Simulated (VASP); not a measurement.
# Se (P3_121) in VASP: a series of runs, part 2 of 3

VASP 6.6.1.

**4. Single point, PBE**

This run uses another cell than the first one, of 20.90 Å³/atom, 1.110 times its volume.

File INCAR:

```
PREC = Accurate
ENCUT = 520
EDIFF = 1E-6
ISMEAR = 0
SIGMA = 0.01
LREAL = F
LASPH = T
NELM = 100
ALGO = Normal
ISIF = 2
LWAVE = F
LCHARG = F
GGA = PE
NBANDS = 16
```

File KPOINTS:

```
regular mesh
0
Gamma
  12 12 8
```

File POSCAR:

```
Se
1.0
    3.7479507894      0.0000000000      0.0000000000
   -1.8739753947      3.2458205958      0.0000000000
    0.0000000000      0.0000000000      5.1531825009
Se
3
Direct
    0.2732392868      0.0000000000      0.3333333333
    0.0000000000      0.2732392868      0.6666666667
    0.7267607132      0.7267607132      0.0000000000
```

Potentials or basis: VASP PAW PBE potentials, release 64 (Se).

Started as:

```console
$ cat potpaw_PBE.64/Se/POTCAR > POTCAR
$ mpirun -np 1 vasp_std > vasp.out
```

OUTCAR:

```text
PREC = Accurate
   ENCUT = 520
   EDIFF = 1E-6
   ISMEAR = 0
   LREAL = F
   LASPH = T
   NELM = 100
   ISIF = 2
   GGA = PE

 ion  position               nearest neighbor table
   1  0.273  0.000  0.333-   3 2.47   2 2.47
   2  0.000  0.273  0.667-   3 2.47   1 2.47
   3  0.727  0.727  0.000-   1 2.47   2 2.47

  LATTYP: Found a hexagonal cell.
 ALAT       =     3.7479507894
 C/A-ratio  =     1.3749333410

  Lattice vectors:

 A1 = (   3.7479507894,   0.0000000000,   0.0000000000)
 A2 = (  -1.8739753947,   3.2458205958,   0.0000000000)
 A3 = (   0.0000000000,   0.0000000000,   5.1531825009)

Analysis of symmetry for initial positions (statically):
=====================================================================
 Subroutine PRICEL returns:
 Original cell was already a primitive cell.

 Routine SETGRP: Setting up the symmetry group for a
 hexagonal supercell.

 Subroutine GETGRP returns: Found  6 space group operations
 (whereof  2 operations were pure point group operations)
 out of a pool of 24 trial point group operations.

[... 160 lines left out ...]
  ext. energy  EPLUGINS =         0.00000000
  ---------------------------------------------------
  free energy    TOTEN  =       -10.05044559 eV

  energy without entropy =      -10.05044541  energy(sigma->0) =      -10.05044550

 E-fermi :   5.6734     XC(G=0): -10.2389

 val. band max:        5.6503179190   @ k =   0.3333   0.3333   0.5000
 cond. band min:       5.6949705403   @ k =   0.3333   0.3333   0.5000
 fundamental gap:      0.0446526213
 Fermi energy:         5.6733587174

 k-point     1 :       0.0000    0.0000    0.0000
  band No.  band energies     occupation
      1     -11.3603      2.00000
      2      -6.9407      2.00000
      3      -6.9407      2.00000
      4       1.9288      2.00000
      5       2.4235      2.00000
      6       2.4235      2.00000
[... 433 lines left out ...]
      3      -5.9691      2.00000
      4       0.3977      2.00000
      5       0.9167      2.00000
      6       1.8361      2.00000
[... 8 lines left out ...]
     15      13.6256      0.00000
     16      14.2825      0.00000

 [... further k-points ...]
[... 5 lines left out ...]
  --------------------------------------------------------------------------------------
  -------------------------------------------------------------------------------------
  Total        3.9502410      3.9502410      3.9824520     -0.0000000      0.0000000     -0.0000000
  in kB      100.9578882    100.9578882    101.7811182     -0.0000000      0.0000000     -0.0000000
  external PRESSURE =     101.2322982 kB  Pullay stress =       0.0000000 kB

 VOLUME and BASIS-vectors are now :
 -----------------------------------------------------------------------------
  energy-cutoff  :      520.00
  volume of cell :       62.69
      direct lattice vectors                 reciprocal lattice vectors
     3.747950789  0.000000000  0.000000000     0.266812468  0.154044250  0.000000000
    -1.873975395  3.245820596  0.000000000     0.000000000  0.308088500  0.000000000
     0.000000000  0.000000000  5.153182501     0.000000000  0.000000000  0.194054839

 POSITION                                       TOTAL-FORCE (eV/Angst)
 -----------------------------------------------------------------------------------
      1.02409      0.00000      1.71773         0.017735     -0.000000     -0.000000
     -0.51204      0.88689      3.43546        -0.008867      0.015359      0.000000
      1.36193      2.35893      0.00000        -0.008867     -0.015359      0.000000
 -----------------------------------------------------------------------------------
    total drift:                               -0.000000     -0.000001     -0.000000

  FREE ENERGIE OF THE ION-ELECTRON SYSTEM (eV)
  ---------------------------------------------------
  free  energy   TOTEN  =       -10.0504455941 eV

  energy  without entropy=      -10.0504454054  energy(sigma->0) =      -10.05044550
```

OSZICAR:

```text
N       E                     dE             d eps       ncg     rms          rms(c)
DAV:   1     0.793167748781E+02    0.79317E+02   -0.76428E+03  4192   0.970E+02
DAV:   2    -0.568305934366E+01   -0.85000E+02   -0.80606E+02  5616   0.160E+02
DAV:   3    -0.100548792732E+02   -0.43718E+01   -0.43543E+01  5144   0.403E+01
DAV:   4    -0.100785025367E+02   -0.23623E-01   -0.23617E-01  5664   0.350E+00
DAV:   5    -0.100786271476E+02   -0.12461E-03   -0.12461E-03  5312   0.243E-01    0.804E+00
DAV:   6    -0.100559642638E+02    0.22663E-01   -0.18501E-02  5320   0.902E-01    0.492E+00
DAV:   7    -0.100508397361E+02    0.51245E-02   -0.37080E-02  5152   0.126E+00    0.152E-01
DAV:   8    -0.100503792058E+02    0.46053E-03   -0.53839E-03  4792   0.465E-01    0.961E-02
DAV:   9    -0.100504258061E+02   -0.46600E-04   -0.16290E-04  6024   0.838E-02    0.365E-02
DAV:  10    -0.100504443934E+02   -0.18587E-04   -0.22225E-05  5184   0.330E-02    0.547E-03
DAV:  11    -0.100504456861E+02   -0.12928E-05   -0.41739E-06  5952   0.134E-02    0.338E-03
DAV:  12    -0.100504455941E+02    0.92054E-07   -0.84442E-07  3160   0.596E-03
   1 F= -.10050446E+02 E0= -.10050445E+02  d E =-.188663E-06
```

It took 79 s on 1 thread of Intel Xeon 6975P-C, shared host; peak memory 0.25 GiB.

What came out:

| Property | Result |
| --- | --- |
| Free energy | -10.0504 eV |
| Pressure | 10.1 GPa |
| Largest force | 0.018 eV/Å |
| Band gap on the k mesh | 0.04 eV, direct |

Forces in eV/Å, atoms in the order of the input:
```
Se   0.018  0.000  0.000
Se  -0.009  0.015  0.000
Se  -0.009 -0.015  0.000
```

Stress tensor (GPa, compression positive):
```
10.10  0.00  0.00
 0.00 10.10  0.00
 0.00  0.00 10.18
```

A k mesh can miss the band edges.

**5. Single point, PBE**

This run uses another cell than the first one, of 20.90 Å³/atom, 1.110 times its volume.

File INCAR:

```
SYSTEM = Se
  PREC = Accurate
  ENCUT = 520
  EDIFF = 1E-6
  ISMEAR = 0
  SIGMA = 0.01
  LREAL = .False.
  LASPH = .True.
  NELM = 80
  ALGO = Normal
  ISIF = 2
  LWAVE = .False.
  LCHARG = .True.
  GGA = PE
  LELF = .True.
  LVHAR = .True.
  NBANDS = 16
```

File KPOINTS:

```
Automatic mesh
0
Gamma
  12 12 8
  0 0 0
```

POSCAR is that of step 4.

Potentials or basis: VASP PAW PBE potentials, release 64 (Se).

Started as:

```console
$ cat potpaw_PBE.64/Se/POTCAR > POTCAR
$ mpirun -np 1 vasp_std > vasp.out
```

OUTCAR:

```text
SYSTEM = Se
   PREC = Accurate
   ENCUT = 520
   EDIFF = 1E-6
   ISMEAR = 0
   LREAL = .False.
   LASPH = .True.
   NELM = 80
   ISIF = 2
   GGA = PE

 ion  position               nearest neighbor table
   1  0.273  0.000  0.333-   3 2.47   2 2.47
   2  0.000  0.273  0.667-   3 2.47   1 2.47
   3  0.727  0.727  0.000-   1 2.47   2 2.47

  LATTYP: Found a hexagonal cell.
 ALAT       =     3.7479507894
 C/A-ratio  =     1.3749333410

  Lattice vectors:

 A1 = (   3.7479507894,   0.0000000000,   0.0000000000)
 A2 = (  -1.8739753947,   3.2458205958,   0.0000000000)
 A3 = (   0.0000000000,   0.0000000000,   5.1531825009)

Analysis of symmetry for initial positions (statically):
=====================================================================
 Subroutine PRICEL returns:
 Original cell was already a primitive cell.

 Routine SETGRP: Setting up the symmetry group for a
 hexagonal supercell.

 Subroutine GETGRP returns: Found  6 space group operations
 (whereof  2 operations were pure point group operations)
 out of a pool of 24 trial point group operations.

The static configuration has the point symmetry C_2 .
 The point group associated with its full space group is D_3 .

Analysis of symmetry for dynamics (positions and initial velocities):
=====================================================================
 Subroutine PRICEL returns:
 Original cell was already a primitive cell.

 Routine SETGRP: Setting up the symmetry group for a
 hexagonal supercell.

 Subroutine GETGRP returns: Found  6 space group operations
 (whereof  2 operations were pure point group operations)
 out of a pool of 24 trial point group operations.

The dynamic configuration has the point symmetry C_2 .
 The point group associated with its full space group is D_3 .

 Subroutine INISYM returns: Found  6 space group operations
 (whereof  2 operations are pure point group operations),
 and found     1 'primitive' translations

[... 116 lines left out ...]
     AMIX_MAG =   1.60;   BMIX_MAG =  1.00
  volume/ion in A,a.u.               =      20.90       141.02
  Fermi-wavevector in a.u.,A,eV,Ry     =   1.080026  2.040954 15.870611  1.166457
  Thomas-Fermi vector in A             =   2.216007
   LORBIT       =      0    0 simple, 1 ext, 2 COOP (PROOUT), +10 PAW based schemes
   GGA     = PE    functional components
   LHFCALC =     F    Hartree Fock is set to
   AEXX    =    0.0000 exact exchange contribution
   IVDW    =     0    specifies the selected vdW correction
   LEPSILON=     F    determine dielectric tensor
   LRPA    =     F    only Hartree local field effects (RPA)
 non-spin polarized calculation
 Gauss-broadening in eV      SIGMA  =   0.01
  energy-cutoff  :      520.00
  volume of cell :       62.69
 maximum number of plane-waves:      1707
   NGX = 13   NGY = 13   NGZ = 19

 number of electron      18.0000001 magnetization

 Free energy of the ion-electron system (eV)
  ---------------------------------------------------
  ext. energy  EPLUGINS =         0.00000000
  ---------------------------------------------------
  free energy    TOTEN  =       -10.05044559 eV

  energy without entropy =      -10.05044541  energy(sigma->0) =      -10.05044550

 E-fermi :   5.6734     XC(G=0): -10.2389

 val. band max:        5.6503179190   @ k =   0.3333   0.3333   0.5000
 cond. band min:       5.6949705403   @ k =   0.3333   0.3333   0.5000
 fundamental gap:      0.0446526213
 Fermi energy:         5.6733587174

 k-point     1 :       0.0000    0.0000    0.0000
  band No.  band energies     occupation
      1     -11.3603      2.00000
      2      -6.9407      2.00000
      3      -6.9407      2.00000
      4       1.9288      2.00000
      5       2.4235      2.00000
      6       2.4235      2.00000
[... 433 lines left out ...]
      3      -5.9691      2.00000
      4       0.3977      2.00000
      5       0.9167      2.00000
      6       1.8361      2.00000
[... 8 lines left out ...]
     15      13.6256      0.00000
     16      14.2825      0.00000

 [... further k-points ...]

------------------------ aborting loop because EDIFF is reached ----------------------------------------

  FORCE on cell =-STRESS in cart. coord.  units (eV):
  Direction    XX          YY          ZZ          XY          YZ          ZX
  --------------------------------------------------------------------------------------
  -------------------------------------------------------------------------------------
  Total        3.9502410      3.9502410      3.9824520     -0.0000000      0.0000000     -0.0000000
  in kB      100.9578882    100.9578882    101.7811182     -0.0000000      0.0000000     -0.0000000
  external PRESSURE =     101.2322982 kB  Pullay stress =       0.0000000 kB

 VOLUME and BASIS-vectors are now :
 -----------------------------------------------------------------------------
  energy-cutoff  :      520.00
  volume of cell :       62.69
      direct lattice vectors                 reciprocal lattice vectors
     3.747950789  0.000000000  0.000000000     0.266812468  0.154044250  0.000000000
    -1.873975395  3.245820596  0.000000000     0.000000000  0.308088500  0.000000000
     0.000000000  0.000000000  5.153182501     0.000000000  0.000000000  0.194054839

 POSITION                                       TOTAL-FORCE (eV/Angst)
 -----------------------------------------------------------------------------------
      1.02409      0.00000      1.71773         0.017735     -0.000000     -0.000000
     -0.51204      0.88689      3.43546        -0.008867      0.015359      0.000000
      1.36193      2.35893      0.00000        -0.008867     -0.015359      0.000000
 -----------------------------------------------------------------------------------
    total drift:                               -0.000000     -0.000001     -0.000000

  FREE ENERGIE OF THE ION-ELECTRON SYSTEM (eV)
  ---------------------------------------------------
  free  energy   TOTEN  =       -10.0504455941 eV

  energy  without entropy=      -10.0504454054  energy(sigma->0) =      -10.05044550
```

stdout:

```text
POSCAR found type information on POSCAR Se
 POSCAR found :  1 types and       3 ions
 scaLAPACK will be used
 LDA part: xc-table for (Slater+PW92), standard interpolation
 POSCAR, INCAR and KPOINTS ok, starting setup
 FFT: planning ... GRIDC
 FFT: planning ... GRID_SOFT
 FFT: planning ... GRID
 WAVECAR not read
 entering main loop
```

It took 90 s on 1 thread of Intel Xeon 6975P-C, shared host; peak memory 0.25 GiB.

What came out:

```
Free energy            : -10.0504 eV
Pressure               : 10.1 GPa
Largest force          : 0.018 eV/Å
Band gap on the k mesh : 0.04 eV, direct
```

Forces on the atoms (eV/Å):
```
Se   0.018  0.000  0.000
Se  -0.009  0.015  0.000
Se  -0.009 -0.015  0.000
```

Levels at points of the mesh, in eV from the valence-band top:
```tsv
k point	band 7	band 8	band 9	band 10	band 11	band 12
(0.00, 0.00, 0.00)	-2.11	-2.11	-1.12	1.27	1.27	2.18
(0.50, 0.00, 0.00)	-4.66	-1.29	-0.98	0.90	0.96	3.23
(0.00, 0.00, 0.50)	-1.64	-1.13	-1.13	0.46	0.64	0.64
(0.50, 0.00, 0.50)	-3.29	-2.91	-0.43	0.60	2.36	3.23
```

A k mesh can miss the band edges.

(Continued in part 3 of 3.)
